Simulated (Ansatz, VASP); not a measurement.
**Two plane-wave programs on RbAsPd3**

```
CELL_PARAMETERS angstrom
4.86411 0.00000 0.00000
0.00000 4.86411 0.00000
0.00000 0.00000 4.86411
ATOMIC_POSITIONS crystal
Rb 0.00000 0.00000 0.00000
As 0.50000 0.50000 0.50000
Pd 0.00000 0.50000 0.50000
Pd 0.50000 0.00000 0.50000
Pd 0.50000 0.50000 0.00000
```

Change from the starting cell: species swapped into the KMgH3 type (Pm-3m, No. 221).

Alike in both runs: functional PBE; k mesh 8 × 8 × 8; occupations gaussian, width 0.1 eV; no spin polarisation.

Ansatz relaxed the structure, and its values are those at the end. VASP's run is a single point on that final structure, the one shown.

|  | VASP | Ansatz |
| --- | --- | --- |
| version | VASP 6.6.1 | Ansatz 0.2.0 |
| potentials or method | VASP PAW PBE potentials, release 64 (Rb_sv, As, Pd), cutoff 520 eV | scalar-relativistic, plane waves, PAW |
| valence electrons in the cell | 44 | 78 |

```csv
,VASP,Ansatz,Ansatz less VASP
gap on the k mesh at the Fermi level (eV),none,none,-
pressure (GPa),0.1,0.0,-0.09
```

A gap of «none» marks a metal or a gap that the smearing closes. VASP's potentials hold 44 valence electrons a cell and Ansatz's 78, so a difference there can come from the potentials and not from the codes.
